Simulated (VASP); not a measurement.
## LiNbO3: relaxation of cell and atoms with PBE

Crystal: LiNbO3.

```
CELL_PARAMETERS angstrom
3.95335 0.00000 0.00000
0.00000 3.95335 0.00000
0.00000 0.00000 3.95335
ATOMIC_POSITIONS crystal
Li 0.00000 0.00000 0.00000
Nb 0.50000 0.50000 0.50000
O 0.50000 0.50000 0.00000
O 0.50000 0.00000 0.50000
O 0.00000 0.50000 0.50000
```

```
Program                : VASP 6.6.1
Task                   : relaxation of cell and atoms
Functional             : PBE
Potentials or basis    : VASP PAW PBE potentials, release 64 (Li_sv, Nb_sv, O)
Cutoff                 : 600 eV
k mesh                 : 8 × 8 × 8
Occupations            : gaussian, width 0.02 eV
Spin                   : no spin polarisation
Dipole correction      : no
Further INCAR settings : ALGO = Normal; EDIFF = 1e-06; IBRION = 2; EDIFFG = -0.01; NSW = 100; ISIF = 3
```

```
Relaxed volume                        : 12.34 Å³/atom
Relaxed cell                          : a = 3.952 Å, b = 3.952 Å, c = 3.952 Å, α = 90.00°, β = 90.00°, γ = 90.00°
Space group after relaxing (to 0.1 Å) : Pm-3m (No. 221)
Energy gained by relaxing             : 0.0 meV/atom
Ionic steps                           : 3
Pressure after relaxing               : 0.0 GPa
Band gap on the k mesh                : 1.69 eV (least direct gap 2.49 eV)
```

Final structure:
```cif
data_structure
_symmetry_space_group_name_H-M 'P 1'
_symmetry_Int_Tables_number 1
_cell_length_a 3.9518
_cell_length_b 3.9518
_cell_length_c 3.9518
_cell_angle_alpha 90.000
_cell_angle_beta 90.000
_cell_angle_gamma 90.000
_cell_volume 61.72
loop_
_atom_site_label
_atom_site_type_symbol
_atom_site_fract_x
_atom_site_fract_y
_atom_site_fract_z
_atom_site_occupancy
Li1 Li 0.00000 0.00000 0.00000 1
Nb1 Nb 0.50000 0.50000 0.50000 1
O1 O 0.50000 0.50000 0.00000 1
O2 O 0.50000 0.00000 0.50000 1
O3 O 0.00000 0.50000 0.50000 1
```

Levels at points of the mesh, in eV from the valence-band top:
```csv
k point,band 14,band 15,band 16,band 17,band 18,band 19,band 20,band 21
"(0.00, 0.00, 0.00)",-1.10,-0.80,-0.80,-0.80,1.69,1.69,1.69,4.57
"(0.50, 0.00, 0.00)",-2.06,-1.43,-0.85,-0.85,1.76,4.37,4.37,5.70
"(0.50, 0.50, 0.00)",-1.98,-1.98,-1.47,-0.02,4.39,4.39,5.54,7.13
"(0.50, 0.50, 0.50)",-4.54,0.00,0.00,0.00,5.53,5.53,5.53,6.88
```

It took 2.4 min on 1 thread of AMD EPYC 7R13, with other jobs on the host, peak memory 0.19 GiB.

Caveat: the cutoff is under 1.25 times the usual one of these potentials, so pressure, stress and relaxed cells hold a basis-set (Pulay) error. A k mesh can miss the band edges.
